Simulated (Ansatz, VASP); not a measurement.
# One calculation of C, two programs

```
CELL_PARAMETERS angstrom
2.45591 0.00000 0.00000
-1.22796 2.12688 0.00000
0.00000 0.00000 7.01063
ATOMIC_POSITIONS crystal
C 0.00000 0.00000 0.25000
C 0.00000 0.00000 0.75000
C 0.33333 0.66667 0.25000
C 0.66667 0.33333 0.75000
```

Alike in both runs: functional r2SCAN; k mesh 8 × 8 × 3; occupations fermi-dirac, width 0.05 eV; no spin polarisation.

Ansatz relaxed the structure, and its values are those at the end. VASP's run is a single point on that final structure, the one shown.

|  | VASP | Ansatz |
| --- | --- | --- |
| version | VASP 6.6.1 | Ansatz 0.2.0 |
| potentials or method | VASP PAW PBE potentials, release 64 (C), cutoff 520 eV | plane waves (500 eV) with PAW, scalar-relativistic |
| valence electrons in the cell | 16 | 16 |

```tsv
	VASP	Ansatz	Ansatz less VASP
pressure (GPa)	0.7	0.0	-0.64
```

VASP's potentials were made for PBE, not for r2SCAN.
